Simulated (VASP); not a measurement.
A run of VASP 6.6.1 is set up as follows.

File INCAR:

```
ALGO     = Normal         # electronic algorithm
EDIFF    = 1E-6           # SCF threshold, eV
ENCUT    = 520            # plane-wave cutoff, eV
GGA      = PE             # functional
ISIF     = 2              # what is computed and relaxed
ISMEAR   = -1             # smearing method
LASPH    = True           # aspherical terms in the spheres
LCHARG   = False          # write CHGCAR
LREAL    = False          # projectors in reciprocal space
LWAVE    = False          # write WAVECAR
NBANDS   = 10             # bands
NELM     = 60             # most SCF steps
PREC     = Accurate       # precision mode
SIGMA    = 0.05           # smearing width, eV
```

The input KPOINTS:

```
k-points
0
Gamma
  10 10 10
```

The input POSCAR:

```
Cs
1.0
    0.0000000000      3.5224643502      3.5224643502
    3.5224643502      0.0000000000      3.5224643502
    3.5224643502      3.5224643502      0.0000000000
Cs
1
Direct
    0.0000000000      0.0000000000      0.0000000000
```

Potentials or basis: VASP PAW PBE potentials, release 64 (Cs_sv).

Launch:

```sh
$ cat potpaw_PBE.64/Cs_sv/POTCAR > POTCAR
$ mpirun -np 1 vasp_std > vasp.out
```

Q: Predict the band gap on the k mesh.

A: Zero (an odd number of electrons rules out a gap without spin polarisation).

Q: Estimate the pressure.

A: 0.9 GPa.

Caveat: spin-orbit coupling is left out, which moves the levels of the heavy elements.
